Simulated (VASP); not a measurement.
A run of VASP 6.6.1 is set up as follows.

INCAR

```
PREC = Accurate
ENCUT = 500
EDIFF = 1E-6
ISMEAR = 0
SIGMA = 0.05
LREAL = False
LASPH = True
NELM = 200
ALGO = Normal
ISIF = 2
LWAVE = False
LCHARG = True
ISPIN = 2
MAGMOM = 0.21
LORBIT = 11
LMAXMIX = 6
GGA = PE
LELF = True
LVHAR = True
NBANDS = 16
GGA_COMPAT = False
```

The input KPOINTS:

```
Automatic mesh
0
Gamma
  6 6 6
```

The input POSCAR:

```
Ce
1.0
    0.0000000000      2.3701918419      2.3701918419
    2.3701918419      0.0000000000      2.3701918419
    2.3701918419      2.3701918419      0.0000000000
Ce
1
Direct
    0.0000000000      0.0000000000      0.0000000000
```

Potentials or basis: VASP PAW PBE potentials, release 64 (Ce).

Run with:

```bash
$ cat potpaw_PBE.64/Ce/POTCAR > POTCAR
$ mpirun -np 1 vasp_std > vasp.out
```

(1) Predict the net moment.

(2) What does it give for the band gap on the k mesh?

(3) Estimate the pressure.

## Answers

(1) 0.01 μB per cell.

(2) zero (filled and empty bands overlap).

(3) -1.0 GPa.

Caveat: the k points lie up to 0.38 Å⁻¹ apart; the magnetic or orbital state may not be the lowest; spin-orbit coupling is left out, which moves the levels of the heavy elements.
